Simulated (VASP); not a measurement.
# RbBr (P6_3/mmc) in VASP: notebook

The runs below take RbBr through single point, with PBE, r2SCAN.

Everything below comes from runs of VASP 6.6.1. Logs are shortened: lines on timing, memory, paths and dates and some standing lists are left out, and cuts for length are marked.

## Step 1: The cell of the first run

The structure is hexagonal, space group P6_3/mmc (No. 194). The conventional cell has a = 4.854 Å, b = 4.854 Å, c = 8.502 Å, α = 90.00°, β = 90.00°, γ = 120.00°. Rb (site symmetry -3m) has 6 Br at 3.52 Å and 2 Rb at 4.25 Å within 4.6 Å. Within 4.6 Å of Br (site symmetry -6m2) lie 6 Rb at 3.52 Å.

## Step 2: Single point, PBE

Contents of INCAR:

```
ALGO     = Normal         # electronic algorithm
EDIFF    = 1E-6           # SCF threshold, eV
ENCUT    = 520            # plane-wave cutoff, eV
GGA      = PE             # functional
ISIF     = 2              # what is computed and relaxed
ISMEAR   = -1             # smearing method
LASPH    = T              # aspherical terms in the spheres
LCHARG   = F              # write CHGCAR
LREAL    = F              # projectors in reciprocal space
LWAVE    = F              # write WAVECAR
NBANDS   = 24             # bands
NELM     = 100            # most SCF steps
PREC     = Accurate       # precision mode
SIGMA    = 0.02           # smearing width, eV
```

Contents of KPOINTS:

```
k-points
0
Gamma
  6 6 4
```

Contents of POSCAR:

```
RbBr
1.0
    4.8535110663      0.0000000000      0.0000000000
   -2.4267555331      4.2032638809      0.0000000000
    0.0000000000      0.0000000000      8.5020177377
Rb Br
2 2
Direct
    0.0000000000      0.0000000000      0.0000000000
    0.0000000000      0.0000000000      0.5000000000
    0.3333333333      0.6666666667      0.2500000000
    0.6666666667      0.3333333333      0.7500000000
```

Potentials or basis: VASP PAW PBE potentials, release 64 (Rb_sv, Br).

The run is started by

```sh
> cat potpaw_PBE.64/Rb_sv/POTCAR potpaw_PBE.64/Br/POTCAR > POTCAR
> mpirun -np 1 vasp_std > vasp.out
```

OUTCAR:

```text
EDIFF = 1E-6
   ENCUT = 520
   GGA = PE
   ISIF = 2
   ISMEAR = -1
   LASPH = T
   LREAL = F
   NELM = 100
   PREC = Accurate

 ion  position               nearest neighbor table
   1  0.000  0.000  0.000-   3 3.52   4 3.52   3 3.52   4 3.52   4 3.52   3 3.52   2 4.25   2 4.25

   2  0.000  0.000  0.500-   3 3.52   4 3.52   3 3.52   4 3.52   4 3.52   3 3.52   1 4.25   1 4.25

   3  0.333  0.667  0.250-   1 3.52   2 3.52   1 3.52   2 3.52   1 3.52   2 3.52
   4  0.667  0.333  0.750-   1 3.52   2 3.52   1 3.52   2 3.52   1 3.52   2 3.52

  LATTYP: Found a hexagonal cell.
 ALAT       =     4.8535110663
 C/A-ratio  =     1.7517252194

  Lattice vectors:

 A1 = (   4.8535110663,   0.0000000000,   0.0000000000)
 A2 = (  -2.4267555331,   4.2032638809,   0.0000000000)
 A3 = (   0.0000000000,   0.0000000000,   8.5020177377)

Analysis of symmetry for initial positions (statically):
=====================================================================
 Subroutine PRICEL returns:
 Original cell was already a primitive cell.

 Routine SETGRP: Setting up the symmetry group for a
 hexagonal supercell.

 Subroutine GETGRP returns: Found 24 space group operations
 (whereof 12 operations were pure point group operations)
 out of a pool of 24 trial point group operations.

The static configuration has the point symmetry D_3d.
 The point group associated with its full space group is D_6h.

Analysis of symmetry for dynamics (positions and initial velocities):
=====================================================================
 Subroutine PRICEL returns:
 Original cell was already a primitive cell.

 Routine SETGRP: Setting up the symmetry group for a
 hexagonal supercell.

 Subroutine GETGRP returns: Found 24 space group operations
 (whereof 12 operations were pure point group operations)
 out of a pool of 24 trial point group operations.

The dynamic configuration has the point symmetry D_3d.
 The point group associated with its full space group is D_6h.

 Subroutine INISYM returns: Found 24 space group operations
 (whereof 12 operations are pure point group operations),
 and found     1 'primitive' translations

----------------------------------------------------------------------------------------

                                     Primitive cell

  volume of cell :     173.4462

  direct lattice vectors                    reciprocal lattice vectors
     4.853511066  0.000000000  0.000000000     0.206036411  0.118955177  0.000000000
    -2.426755533  4.203263881  0.000000000     0.000000000  0.237910355  0.000000000
     0.000000000  0.000000000  8.502017738     0.000000000  0.000000000  0.117619138

  length of vectors
     4.853511066  4.853511066  8.502017738     0.237910355  0.237910355  0.117619138

  position of ions in fractional coordinates (direct lattice)
     0.000000000  0.000000000  0.000000000
     0.000000000  0.000000000  0.500000000
     0.333333333  0.666666667  0.250000000
     0.666666667  0.333333333  0.750000000

  ion indices of the primitive-cell ions
   primitive index   ion index
                 1           1
                 2           2
                 3           3
                 4           4

----------------------------------------------------------------------------------------

 KPOINTS: k-points

Automatic generation of k-mesh.
 Grid dimensions read from file:
 generate k-points for:    6    6    4

 Generating k-lattice:

  Cartesian coordinates                     Fractional coordinates (reciprocal lattice)
     0.034339402  0.019825863  0.000000000     0.166666667  0.000000000  0.000000000
     0.000000000  0.039651726  0.000000000     0.000000000  0.166666667  0.000000000
     0.000000000  0.000000000  0.029404785     0.000000000  0.000000000  0.250000000

  Length of vectors
     0.039651726  0.039651726  0.029404785

  Shift w.r.t. Gamma in fractional coordinates (k-lattice)
     0.000000000  0.000000000  0.000000000

 Subroutine IBZKPT returns following result:
 ===========================================

 Found     21 irreducible k-points:

 Following reciprocal coordinates:
            Coordinates               Weight
  0.000000  0.000000  0.000000      1.000000
  0.166667  0.000000  0.000000      6.000000
  0.333333  0.000000  0.000000      6.000000
  0.500000  0.000000  0.000000      3.000000
  0.166667  0.166667  0.000000      6.000000
  0.333333  0.166667  0.000000     12.000000
[... 13 lines left out ...]
  0.333333  0.166667  0.500000     12.000000
  0.333333  0.333333  0.500000      2.000000
   k-points           NKPTS =     21   k-points in BZ     NKDIM =     21   number of bands    NBANDS=     24
   number of dos      NEDOS =    301   number of ions     NIONS =      4
   total plane-waves  NPLWV =  82944
   dimension x,y,z NGX =    36 NGY =   36 NGZ =   64
   dimension x,y,z NGXF=    72 NGYF=   72 NGZF=  128
   ions per type =               2   2
   NGX,Y,Z   is equivalent  to a cutoff of  12.33, 12.33, 12.51 a.u.
   NGXF,Y,Z  is equivalent  to a cutoff of  24.66, 24.66, 25.03 a.u.
 SYSTEM =  unknown system
   PREC   = accura    normal or accurate (medium, high low for compatibility)
   ISTART =      0    job   : 0-new  1-cont  2-samecut
   ICHARG =      2    charge: 1-file 2-atom 10-const
   ISPIN  =      1    spin polarized calculation?
   LNONCOLLINEAR =      F non collinear calculations
   LSORBIT =      F    spin-orbit coupling
   LASPH  =      T    aspherical Exc in radial PAW
   ENCUT  =  520.0 eV  38.22 Ry    6.18 a.u.   9.02  9.02 15.81*2*pi/ulx,y,z
   NELM   =    100;   NELMIN=  2; NELMDL= -5     # of ELM steps
   EDIFF  = 0.1E-05   stopping-criterion for ELM
   LREAL  =      F    real-space projection
   EDIFFG = 0.1E-04   stopping-criterion for IOM
   NSW    =      0    number of steps for IOM
   IBRION =     -1    ionic relax: 0-MD 1-quasi-New 2-CG
   NFREE  =      0    steps in history (QN), initial steepest desc. (CG)
   ISIF   =      2    stress and relaxation
   ISYM   =      2    0-nonsym 1-usesym 2-fastsym
   POTIM  = 0.5000    time-step for ionic-motion
   TEBEG  =    0.0;   TEEND  =   0.0 temperature during run
   PSTRESS=    0.0 pullay stress
   NELECT =      32.0000    total number of electrons
   NUPDOWN=      -1.0000    fix difference up-down
   EMIN   =  10.00;   EMAX   =-10.00  energy-range for DOS
   EFERMI =   0.00;   METHOD = LEGACY
   ISMEAR =    -1;   SIGMA  =   0.02  broadening in eV -4-tet -1-fermi 0-gaus
   EFERMI_NEDOS =   21; number of points for ismear=-14 and -15
   IALGO  =     38    algorithm
   IMIX   =      4    mixing-type and parameters
     AMIX     =   0.40;   BMIX     =  1.00
     AMIX_MAG =   1.60;   BMIX_MAG =  1.00
  volume/ion in A,a.u.               =      43.36       292.62
  Fermi-wavevector in a.u.,A,eV,Ry     =   0.931973  1.761173 11.817658  0.868573
  Thomas-Fermi vector in A             =   2.058522
   LORBIT       =      0    0 simple, 1 ext, 2 COOP (PROOUT), +10 PAW based schemes
   GGA     = PE    functional components
   LHFCALC =     F    Hartree Fock is set to
   AEXX    =    0.0000 exact exchange contribution
   IVDW    =     0    specifies the selected vdW correction
   LEPSILON=     F    determine dielectric tensor
   LRPA    =     F    only Hartree local field effects (RPA)
 non-spin polarized calculation
  energy-cutoff  :      520.00
  volume of cell :      173.45
 maximum number of plane-waves:      4707
   NGX = 19   NGY = 19   NGZ = 31

 number of electron      31.9999994 magnetization

 Free energy of the ion-electron system (eV)
  ---------------------------------------------------
  ext. energy  EPLUGINS =         0.00000000
  ---------------------------------------------------
  free energy    TOTEN  =       -12.13220002 eV

  energy without entropy =      -12.13220002  energy(sigma->0) =      -12.13220002

 E-fermi :  -1.4681     XC(G=0):  -6.9419

 val. band max:       -1.9645084790   @ k =   0.0000   0.0000   0.0000
 cond. band min:       2.1676717168   @ k =   0.0000   0.0000   0.0000
 fundamental gap:      4.1321801958
 Fermi energy:        -1.4681232239

 k-point     1 :       0.0000    0.0000    0.0000
  band No.  band energies     occupation
      1     -26.6824      2.00000
      2     -26.6683      2.00000
      3     -14.1657      2.00000
      4     -14.1186      2.00000
      5     -10.7836      2.00000
      6     -10.7555      2.00000
[... 16 lines left out ...]
     23       5.7048      0.00000
     24       5.7048      0.00000

 k-point     2 :       0.1667    0.0000    0.0000
  band No.  band energies     occupation
      1     -26.6810      2.00000
      2     -26.6671      2.00000
      3     -14.1451      2.00000
      4     -14.1220      2.00000
      5     -10.8207      2.00000
      6     -10.7644      2.00000
[... 16 lines left out ...]
     23       5.9740      0.00000
     24       5.9898      0.00000

 k-point     3 :       0.3333    0.0000    0.0000
  band No.  band energies     occupation
      1     -26.6781      2.00000
      2     -26.6647      2.00000
      3     -14.1362      2.00000
      4     -14.0952      2.00000
      5     -10.8987      2.00000
      6     -10.8174      2.00000
[... 16 lines left out ...]
     23       6.7493      0.00000
     24       6.7619      0.00000
[... 433 lines left out ...]
 k-point    20 :       0.3333    0.1667    0.5000
  band No.  band energies     occupation
      1     -26.6701      2.00000
      2     -26.6701      2.00000
      3     -14.1066      2.00000
      4     -14.1066      2.00000
      5     -10.8243      2.00000
      6     -10.8243      2.00000
[... 16 lines left out ...]
     23       6.9985      0.00000
     24       6.9985      0.00000

 k-point    21 :       0.3333    0.3333    0.5000
  band No.  band energies     occupation
      1     -26.6694      2.00000
      2     -26.6694      2.00000
      3     -14.1020      2.00000
      4     -14.1020      2.00000
      5     -10.8353      2.00000
      6     -10.8353      2.00000
[... 16 lines left out ...]
     23       6.4909      0.00000
     24       6.4909      0.00000

------------------------ aborting loop because EDIFF is reached ----------------------------------------

  FORCE on cell =-STRESS in cart. coord.  units (eV):
  Direction    XX          YY          ZZ          XY          YZ          ZX
  --------------------------------------------------------------------------------------
  -------------------------------------------------------------------------------------
  Total       -0.0224453     -0.0224453      0.0311330     -0.0000000      0.0000000      0.0000000
  in kB       -0.2073339     -0.2073339      0.2875853     -0.0000000      0.0000000      0.0000000
  external PRESSURE =      -0.0423609 kB  Pullay stress =       0.0000000 kB

 VOLUME and BASIS-vectors are now :
 -----------------------------------------------------------------------------
  energy-cutoff  :      520.00
  volume of cell :      173.45
      direct lattice vectors                 reciprocal lattice vectors
     4.853511066  0.000000000  0.000000000     0.206036411  0.118955177  0.000000000
    -2.426755533  4.203263881  0.000000000     0.000000000  0.237910355  0.000000000
     0.000000000  0.000000000  8.502017738     0.000000000  0.000000000  0.117619138

 POSITION                                       TOTAL-FORCE (eV/Angst)
 -----------------------------------------------------------------------------------
      0.00000      0.00000      0.00000         0.000000      0.000000     -0.000000
      0.00000      0.00000      4.25101         0.000000      0.000000     -0.000000
     -0.00000      2.80218      2.12550         0.000000     -0.000000      0.000000
      2.42676      1.40109      6.37651        -0.000000      0.000000      0.000000
 -----------------------------------------------------------------------------------
    total drift:                               -0.000000      0.000000     -0.000000

  FREE ENERGIE OF THE ION-ELECTRON SYSTEM (eV)
  ---------------------------------------------------
  free  energy   TOTEN  =       -12.1322000168 eV

  energy  without entropy=      -12.1322000168  energy(sigma->0) =      -12.13220002
```

It took 33 s on 1 thread of Intel Xeon 6975P-C (Granite Rapids), shared host; peak memory 0.31 GiB.

Results:

| Quantity | Value |
| --- | --- |
| Free energy | -12.1322 eV |
| Pressure | 0.0 GPa |
| Band gap on the k mesh | 4.13 eV, direct |

## Step 3: Single point, r2SCAN

This run uses another cell than the first one, of 41.45 Å³/atom, 0.956 times its volume.

Contents of POSCAR:

```
RbBr
1.0
    4.7710910955      0.0000000000      0.0000000000
   -2.3855455477      4.1318860925      0.0000000000
    0.0000000000      0.0000000000      8.4101528072
Rb Br
2 2
Direct
    0.0000000000      0.0000000000      0.0000000000
    0.0000000000      0.0000000000      0.5000000000
    0.3333333333      0.6666666667      0.2500000000
    0.6666666667      0.3333333333      0.7500000000
```

Contents of INCAR.step1:

```
SYSTEM = RbBr
PREC     = Accurate       ! precision mode
ENCUT    = 520            ! plane-wave cutoff, eV
ISMEAR   = -1             ! smearing method
SIGMA    = 0.02           ! smearing width, eV
LREAL    = .FALSE.        ! projectors in reciprocal space
LASPH    = .TRUE.         ! aspherical terms in the spheres
NELM     = 80             ! most SCF steps
NBANDS   = 24             ! bands
GGA      = PE             ! functional
ALGO     = Normal         ! electronic algorithm
EDIFF    = 1E-4           ! SCF threshold, eV
LWAVE    = .TRUE.         ! write WAVECAR
LCHARG   = .FALSE.        ! write CHGCAR
```

Contents of INCAR.step2:

```
SYSTEM = RbBr
PREC     = Accurate       ! precision mode
ENCUT    = 520            ! plane-wave cutoff, eV
EDIFF    = 1E-6           ! SCF threshold, eV
ISMEAR   = -1             ! smearing method
SIGMA    = 0.02           ! smearing width, eV
LREAL    = .FALSE.        ! projectors in reciprocal space
LASPH    = .TRUE.         ! aspherical terms in the spheres
NELM     = 80             ! most SCF steps
ALGO     = Normal         ! electronic algorithm
ISIF     = 2              ! what is computed and relaxed
LWAVE    = .FALSE.        ! write WAVECAR
LCHARG   = .FALSE.        ! write CHGCAR
METAGGA  = R2SCAN         ! meta-GGA
LMIXTAU  = .TRUE.       
NBANDS   = 24             ! bands
ISTART   = 1
```

Contents of KPOINTS:

```
Automatic mesh
0
G
  6 6 4
  0 0 0
```

Potentials or basis: VASP PAW PBE potentials, release 64 (Rb_sv, Br).

The run is started by

```sh
> cat potpaw_PBE.64/Rb_sv/POTCAR potpaw_PBE.64/Br/POTCAR > POTCAR
> cp INCAR.step1 INCAR
> mpirun -np 1 vasp_std > vasp.out
> cp INCAR.step2 INCAR
> mpirun -np 1 vasp_std > vasp.out
```

It took 2.1 min on 1 thread of Intel Xeon 6975P-C (Granite Rapids), shared host; peak memory 0.33 GiB.

The run converged. Its results:

```
Free energy            : -62.2119 eV
Pressure               : 0.0 GPa
Band gap on the k mesh : 4.84 eV, direct
```

Levels at points of the mesh, in eV from the valence-band top:
| k point | band 13 | band 14 | band 15 | band 16 | band 17 | band 18 | band 19 | band 20 |
| --- | --- | --- | --- | --- | --- | --- | --- | --- |
| (0.00, 0.00, 0.00) | -0.27 | -0.13 | 0.00 | 0.00 | 4.84 | 6.85 | 7.19 | 8.18 |
| (0.50, 0.00, 0.00) | -0.47 | -0.34 | -0.33 | -0.15 | 6.34 | 7.32 | 7.45 | 7.95 |
| (0.00, 0.00, 0.50) | -0.14 | -0.14 | -0.14 | -0.14 | 6.00 | 6.00 | 7.52 | 7.52 |
| (0.50, 0.00, 0.50) | -0.37 | -0.37 | -0.25 | -0.25 | 6.95 | 6.95 | 7.46 | 7.46 |

Caveat: the PAW data sets were made with another functional, which shifts forces and pressure a little. A k mesh can miss the band edges.

## Step 4: Single point, r2SCAN

This run uses another cell than the first one, of 41.45 Å³/atom, 0.956 times its volume.

POSCAR is that of step 3.

Contents of INCAR.step1:

```
  ALGO = Normal
  EDIFF = 1E-4
  ENCUT = 520
  GGA = PE
  ISMEAR = 0
  LASPH = T
  LCHARG = F
  LREAL = F
  LWAVE = T
  NBANDS = 24
  NELM = 100
  PREC = Accurate
  SIGMA = 0.01
```

Contents of INCAR.step2:

```
  ALGO = Normal
  EDIFF = 1E-6
  ENCUT = 520
  ISIF = 2
  ISMEAR = 0
  ISTART = 1
  LASPH = T
  LCHARG = F
  LMIXTAU = T
  LREAL = F
  LWAVE = F
  METAGGA = R2SCAN
  NBANDS = 24
  NELM = 100
  PREC = Accurate
  SIGMA = 0.01
```

Contents of KPOINTS:

```
k-points
0
Gamma
  6 6 4
```

The run is started by

```sh
> cat potpaw_PBE.64/Rb_sv/POTCAR potpaw_PBE.64/Br/POTCAR > POTCAR
> cp INCAR.step1 INCAR
> mpirun -np 1 vasp_std > vasp.out
> cp INCAR.step2 INCAR
> mpirun -np 1 vasp_std > vasp.out
```

Run time: 2.1 min. Hardware: 1 thread of Intel Xeon 6975P-C (Granite Rapids), shared host; peak memory 0.34 GiB.

The run converged. Its results:

```yaml
Free_energy: -62.2119 eV
Pressure: 0.0 GPa
Band_gap_on_the_k_mesh: 4.84 eV, direct
```

Levels at points of the mesh, in eV from the valence-band top:
```
           k point  band 12  band 13  band 14  band 15  band 16  band 17  band 18  band 19  band 20  band 21
(0.00, 0.00, 0.00)    -0.27    -0.27    -0.13     0.00     0.00     4.84     6.85     7.19     8.18     8.18
(0.50, 0.00, 0.00)    -0.52    -0.47    -0.34    -0.33    -0.15     6.34     7.32     7.45     7.95     9.03
(0.00, 0.00, 0.50)    -0.60    -0.14    -0.14    -0.14    -0.14     6.00     6.00     7.52     7.52     8.66
(0.50, 0.00, 0.50)    -0.75    -0.37    -0.37    -0.25    -0.25     6.95     6.95     7.46     7.46     9.30
```

Caveat: the PAW data sets were made with another functional, which shifts forces and pressure a little.

## Step 5: Overview

```tsv
level	cell	smearing	gap on the mesh (eV)	pressure (GPa)
PBE	a = 4.854, b = 4.854, c = 8.502 Å, angles 90.0, 90.0, 120.0°, 4 atoms	fermi-dirac 0.02 eV	4.13	0.0
r2SCAN	a = 4.771, b = 4.771, c = 8.410 Å, angles 90.0, 90.0, 120.0°, 4 atoms	fermi-dirac 0.02 eV	4.84	0.0
r2SCAN	a = 4.771, b = 4.771, c = 8.410 Å, angles 90.0, 90.0, 120.0°, 4 atoms	gaussian 0.01 eV	4.84	0.0
```

Alike in all rows: task single point; potentials or basis VASP PAW PBE potentials, release 64 (Rb_sv, Br); no spin polarisation; k mesh 6 × 6 × 4; cutoff (eV) 520.

Caveats: the PAW data sets were made with another functional, which shifts forces and pressure a little (some runs).

Absolute energies hang on the potentials; compare differences alone.
